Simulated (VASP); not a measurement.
# P (Im-3m) in VASP: relaxation of cell and atoms with LDA

Aim: the relaxation of cell and atoms of P with LDA.

Program: VASP 6.6.1. These are calculated values, not measurements. Logs are shortened: lines on timing, memory, paths and dates and some standing lists are left out, and cuts for length are marked.

### 1 The cell of the first run

It takes space group Im-3m (No. 229, cubic). The conventional cell has a = 3.080 Å, b = 3.080 Å, c = 3.080 Å, α = 90.00°, β = 90.00°, γ = 90.00°. P (site symmetry m-3m) has 14 P at 2.67 to 3.08 Å within 3.5 Å.

This isn't the form of P at room conditions, which is orthorhombic.

### 2 Relaxation of cell and atoms, LDA

Contents of INCAR:

```
SYSTEM = P
ALGO = Normal
EDIFF = 1E-7
EDIFFG = -0.01
ENCUT = 600
IBRION = 2
ISIF = 3
ISMEAR = 0
LASPH = .TRUE.
LCHARG = .FALSE.
LREAL = .FALSE.
LWAVE = .FALSE.
NELM = 80
NSW = 80
PREC = Accurate
SIGMA = 0.05
```

Contents of KPOINTS:

```
k-points
0
G
  12 12 12
  0 0 0
```

Contents of POSCAR:

```
P
1.0
    1.5400000000      1.5400000000      1.5400000000
   -1.5400000000      1.5400000000      1.5400000000
   -1.5400000000     -1.5400000000      1.5400000000
P
1
Direct
    0.0000000000      0.0000000000      0.0000000000
```

Potentials or basis: VASP PAW LDA potentials, release 64 (P).

Launch:

```
cat potpaw_LDA.64/P/POTCAR > POTCAR
mpirun -np 1 vasp_std > vasp.out
```

OUTCAR:

```text
SYSTEM = P
   EDIFF = 1E-7
   EDIFFG = -0.01
   ENCUT = 600
   IBRION = 2
   ISIF = 3
   ISMEAR = 0
   LASPH = .TRUE.
   LREAL = .FALSE.
   NELM = 80
   NSW = 80
   PREC = Accurate

 ion  position               nearest neighbor table
   1  0.000  0.000  0.000-

  LATTYP: Found a body centered cubic cell.
 ALAT       =     3.0800000000

  Lattice vectors:

 A1 = (   1.5400000000,  -1.5400000000,  -1.5400000000)
 A2 = (   1.5400000000,   1.5400000000,   1.5400000000)
 A3 = (  -1.5400000000,  -1.5400000000,   1.5400000000)

Analysis of symmetry for initial positions (statically):
=====================================================================
 Subroutine PRICEL returns:
 Original cell was already a primitive cell.

 Routine SETGRP: Setting up the symmetry group for a
 body centered cubic supercell.

 Subroutine GETGRP returns: Found 48 space group operations
 (whereof 48 operations were pure point group operations)
 out of a pool of 48 trial point group operations.

The static configuration has the point symmetry O_h .

Analysis of symmetry for dynamics (positions and initial velocities):
=====================================================================
 Subroutine PRICEL returns:
 Original cell was already a primitive cell.

 Routine SETGRP: Setting up the symmetry group for a
 body centered cubic supercell.

 Subroutine GETGRP returns: Found 48 space group operations
 (whereof 48 operations were pure point group operations)
 out of a pool of 48 trial point group operations.

The dynamic configuration has the point symmetry O_h .

 Subroutine INISYM returns: Found 48 space group operations
 (whereof 48 operations are pure point group operations),
 and found     1 'primitive' translations

----------------------------------------------------------------------------------------

                                     Primitive cell

  volume of cell :      14.6091

  direct lattice vectors                    reciprocal lattice vectors
     1.540000000  1.540000000  1.540000000     0.324675325  0.000000000  0.324675325
    -1.540000000  1.540000000  1.540000000    -0.324675325  0.324675325  0.000000000
    -1.540000000 -1.540000000  1.540000000     0.000000000 -0.324675325  0.324675325

  length of vectors
     2.667358244  2.667358244  2.667358244     0.459160248  0.459160248  0.459160248

  position of ions in fractional coordinates (direct lattice)
     0.000000000  0.000000000  0.000000000

  ion indices of the primitive-cell ions
   primitive index   ion index
                 1           1

----------------------------------------------------------------------------------------

 KPOINTS: k-points

Automatic generation of k-mesh.
 Grid dimensions read from file:
 generate k-points for:   12   12   12

 Generating k-lattice:

  Cartesian coordinates                     Fractional coordinates (reciprocal lattice)
     0.027056277  0.000000000  0.027056277     0.083333333  0.000000000  0.000000000
    -0.027056277  0.027056277  0.000000000     0.000000000  0.083333333  0.000000000
     0.000000000 -0.027056277  0.027056277     0.000000000  0.000000000  0.083333333

  Length of vectors
     0.038263354  0.038263354  0.038263354

  Shift w.r.t. Gamma in fractional coordinates (k-lattice)
     0.000000000  0.000000000  0.000000000

 Subroutine IBZKPT returns following result:
 ===========================================

 Found     72 irreducible k-points:

 Following reciprocal coordinates:
            Coordinates               Weight
  0.000000  0.000000  0.000000      1.000000
  0.083333  0.000000  0.000000     12.000000
  0.166667  0.000000  0.000000     12.000000
  0.250000  0.000000  0.000000     12.000000
  0.333333  0.000000  0.000000     12.000000
  0.416667  0.000000  0.000000     12.000000
[... 16 lines left out ...]
  0.333333  0.083333  0.083333     24.000000
  0.416667  0.083333  0.083333     24.000000
 [... further k-points ...]
   k-points           NKPTS =     72   k-points in BZ     NKDIM =     72   number of bands    NBANDS=      6
   number of dos      NEDOS =    301   number of ions     NIONS =      1
   total plane-waves  NPLWV =  13824
   dimension x,y,z NGX =    24 NGY =   24 NGZ =   24
   dimension x,y,z NGXF=    48 NGYF=   48 NGZF=   48
   ions per type =               1
   NGX,Y,Z   is equivalent  to a cutoff of  14.96, 14.96, 14.96 a.u.
   NGXF,Y,Z  is equivalent  to a cutoff of  29.92, 29.92, 29.92 a.u.
 SYSTEM =  P
   PREC   = accura    normal or accurate (medium, high low for compatibility)
   ISTART =      0    job   : 0-new  1-cont  2-samecut
   ICHARG =      2    charge: 1-file 2-atom 10-const
   ISPIN  =      1    spin polarized calculation?
   LNONCOLLINEAR =      F non collinear calculations
   LSORBIT =      F    spin-orbit coupling
   LASPH  =      T    aspherical Exc in radial PAW
   ENCUT  =  600.0 eV  44.10 Ry    6.64 a.u.   5.33  5.33  5.33*2*pi/ulx,y,z
   NELM   =     80;   NELMIN=  2; NELMDL= -5     # of ELM steps
   EDIFF  = 0.1E-06   stopping-criterion for ELM
   LREAL  =      F    real-space projection
   EDIFFG = -.1E-01   stopping-criterion for IOM
   NSW    =     80    number of steps for IOM
   IBRION =      2    ionic relax: 0-MD 1-quasi-New 2-CG
   NFREE  =      1    steps in history (QN), initial steepest desc. (CG)
   ISIF   =      3    stress and relaxation
   ISYM   =      2    0-nonsym 1-usesym 2-fastsym
   POTIM  = 0.5000    time-step for ionic-motion
   TEBEG  =    0.0;   TEEND  =   0.0 temperature during run
   PSTRESS=    0.0 pullay stress
   NELECT =       5.0000    total number of electrons
   NUPDOWN=      -1.0000    fix difference up-down
   EMIN   =  10.00;   EMAX   =-10.00  energy-range for DOS
   EFERMI =   0.00;   METHOD = LEGACY
   ISMEAR =     0;   SIGMA  =   0.05  broadening in eV -4-tet -1-fermi 0-gaus
   EFERMI_NEDOS =   21; number of points for ismear=-14 and -15
   IALGO  =     38    algorithm
   IMIX   =      4    mixing-type and parameters
     AMIX     =   0.40;   BMIX     =  1.00
     AMIX_MAG =   1.60;   BMIX_MAG =  1.00
  volume/ion in A,a.u.               =      14.61        98.59
  Fermi-wavevector in a.u.,A,eV,Ry     =   1.145137  2.163995 17.841847  1.311339
  Thomas-Fermi vector in A             =   2.281826
   LORBIT       =      0    0 simple, 1 ext, 2 COOP (PROOUT), +10 PAW based schemes
   GGA     = CA    functional components
   LHFCALC =     F    Hartree Fock is set to
   AEXX    =    0.0000 exact exchange contribution
   IVDW    =     0    specifies the selected vdW correction
   LEPSILON=     F    determine dielectric tensor
   LRPA    =     F    only Hartree local field effects (RPA)
 conjugate gradient relaxation of ions
 non-spin polarized calculation
 Gauss-broadening in eV      SIGMA  =   0.05
  energy-cutoff  :      600.00
  volume of cell :       14.61
 maximum number of plane-waves:       498
 NGX is ok and might be reduce to    24
   NGX = 11   NGY = 11   NGZ = 11

--------------------------------------- Ionic step        1  -------------------------------------------

 number of electron       5.0000000 magnetization

 Free energy of the ion-electron system (eV)
  ---------------------------------------------------
  ext. energy  EPLUGINS =         0.00000000
  ---------------------------------------------------
  free energy    TOTEN  =        -5.44954134 eV

  energy without entropy =       -5.44772267  energy(sigma->0) =       -5.44863200

 E-fermi :   9.5080     XC(G=0): -11.5245

 val. band max:        9.4949588764   @ k =   0.5000   0.1667   0.0833
 cond. band min:       9.5127043675   @ k =   0.2500   0.0833   0.0833
 fundamental gap:      0.0177454911
 Fermi energy:         9.5080278911

 k-point     1 :       0.0000    0.0000    0.0000
  band No.  band energies     occupation
      1      -6.5535      2.00000
      2      16.3941      0.00000
      3      16.3941      0.00000
      4      16.3941      0.00000
      5      21.5210      0.00000
      6      21.5210      0.00000

 k-point     2 :       0.0833    0.0000    0.0000
  band No.  band energies     occupation
      1      -6.3492      2.00000
      2      15.1603      0.00000
      3      15.7370      0.00000
      4      16.2715      0.00000
      5      20.9611      0.00000
      6      21.6069      0.00000

 k-point     3 :       0.1667    0.0000    0.0000
  band No.  band energies     occupation
      1      -5.7385      2.00000
      2      12.4669      0.00000
      3      14.5310      0.00000
      4      15.9346      0.00000
      5      19.8015      0.00000
      6      20.7231      0.00000

 k-point     4 :       0.2500    0.0000    0.0000
  band No.  band energies     occupation
      1      -4.7290      2.00000
      2       9.3745      1.99984
      3      13.4203      0.00000
      4      15.4807      0.00000
      5      18.6473      0.00000
      6      19.4582      0.00000
[... 228 lines left out ...]
 VOLUME and BASIS-vectors are now :
 -----------------------------------------------------------------------------
  energy-cutoff  :      600.00
  volume of cell :       13.46
      direct lattice vectors                 reciprocal lattice vectors
     1.498338820  1.498338820  1.498338820     0.333702894  0.000000000  0.333702894
    -1.498338820  1.498338820  1.498338820    -0.333702894  0.333702894  0.000000000
    -1.498338820 -1.498338820  1.498338820     0.000000000 -0.333702894  0.333702894

 POSITION                                       TOTAL-FORCE (eV/Angst)
 -----------------------------------------------------------------------------------
     -1.49834      1.49834      4.49502        -0.000000     -0.000000      0.000000
 -----------------------------------------------------------------------------------
    total drift:                                0.000000      0.000000     -0.000000

  FREE ENERGIE OF THE ION-ELECTRON SYSTEM (eV)
  ---------------------------------------------------
  free  energy   TOTEN  =        -5.4680286498 eV

  energy  without entropy=       -5.4670385220  energy(sigma->0) =       -5.46753359

--------------------------------------- Ionic step        3  -------------------------------------------

 number of electron       5.0000000 magnetization

 Free energy of the ion-electron system (eV)
  ---------------------------------------------------
  ext. energy  EPLUGINS =         0.00000000
  ---------------------------------------------------
  free energy    TOTEN  =        -5.46895718 eV

  energy without entropy =       -5.46770257  energy(sigma->0) =       -5.46832987

 E-fermi :  10.5351     XC(G=0): -11.8171

 val. band max:       10.5301994111   @ k =   0.5000   0.3333   0.3333
 cond. band min:      10.5953788504   @ k =   0.2500   0.0833   0.0833
 fundamental gap:      0.0651794393
 Fermi energy:        10.5350986424

 k-point     1 :       0.0000    0.0000    0.0000
  band No.  band energies     occupation
      1      -6.2698      2.00000
      2      18.0503      0.00000
      3      18.0503      0.00000
      4      18.0503      0.00000
      5      22.6984      0.00000
      6      22.6984      0.00000

 k-point     2 :       0.0833    0.0000    0.0000
  band No.  band energies     occupation
      1      -6.0545      2.00000
      2      16.6727      0.00000
      3      17.2781      0.00000
      4      17.9057      0.00000
      5      22.1028      0.00000
      6      22.8724      0.00000

 k-point     3 :       0.1667    0.0000    0.0000
  band No.  band energies     occupation
      1      -5.4103      2.00000
      2      13.7507      0.00000
      3      15.9415      0.00000
      4      17.5101      0.00000
      5      20.8758      0.00000
      6      22.0240      0.00000

 k-point     4 :       0.2500    0.0000    0.0000
  band No.  band energies     occupation
      1      -4.3439      2.00000
      2      10.4441      1.98991
      3      14.7469      0.00000
      4      16.9836      0.00000
      5      19.6592      0.00000
      6      20.7507      0.00000
[... 193 lines left out ...]
 VOLUME and BASIS-vectors are now :
 -----------------------------------------------------------------------------
  energy-cutoff  :      600.00
  volume of cell :       13.65
      direct lattice vectors                 reciprocal lattice vectors
     1.505452761  1.505452761  1.505452761     0.332125997  0.000000000  0.332125997
    -1.505452761  1.505452761  1.505452761    -0.332125997  0.332125997  0.000000000
    -1.505452761 -1.505452761  1.505452761     0.000000000 -0.332125997  0.332125997

 POSITION                                       TOTAL-FORCE (eV/Angst)
 -----------------------------------------------------------------------------------
      0.00000      0.00000      0.00000        -0.000000      0.000000     -0.000000
 -----------------------------------------------------------------------------------
    total drift:                               -0.000000     -0.000000      0.000000

  FREE ENERGIE OF THE ION-ELECTRON SYSTEM (eV)
  ---------------------------------------------------
  free  energy   TOTEN  =        -5.4689571828 eV

  energy  without entropy=       -5.4677025653  energy(sigma->0) =       -5.46832987

 reached required accuracy - stopping structural energy minimisation
```

Run time: 16 s. Hardware: 1 thread of Intel Xeon 8259CL, shared host; peak memory 0.12 GiB.

Results:

```yaml
Free_energy: -5.4690 eV
Relaxed_volume: 13.65 Å³/atom
Relaxed_cell: a = 2.608 Å, b = 2.608 Å, c = 2.608 Å, α = 70.53°, β = 109.47°, γ = 70.53°
Space_group_after_relaxing_to_0.1_Å: Im-3m (No. 229)
Energy_gained_by_relaxing: 19.4 meV/atom
Ionic_steps: 3
Pressure_after_relaxing: 0.1 GPa
Band_gap_on_the_k_mesh: zero (an odd number of electrons rules out a gap without spin polarisation)
```

The path:
```tsv
step	energy change (eV)	largest force (eV/Å)	pressure (GPa)	volume (Å³)
1	0.0000	0.0000	-6.15	14.61
2	-0.0185	0.0000	1.50	13.46
3	-0.0194	0.0000	0.07	13.65
```

Final structure:
```
CELL_PARAMETERS angstrom
1.50545 1.50545 1.50545
-1.50545 1.50545 1.50545
-1.50545 -1.50545 1.50545
ATOMIC_POSITIONS crystal
P 0.00000 0.00000 0.00000
```
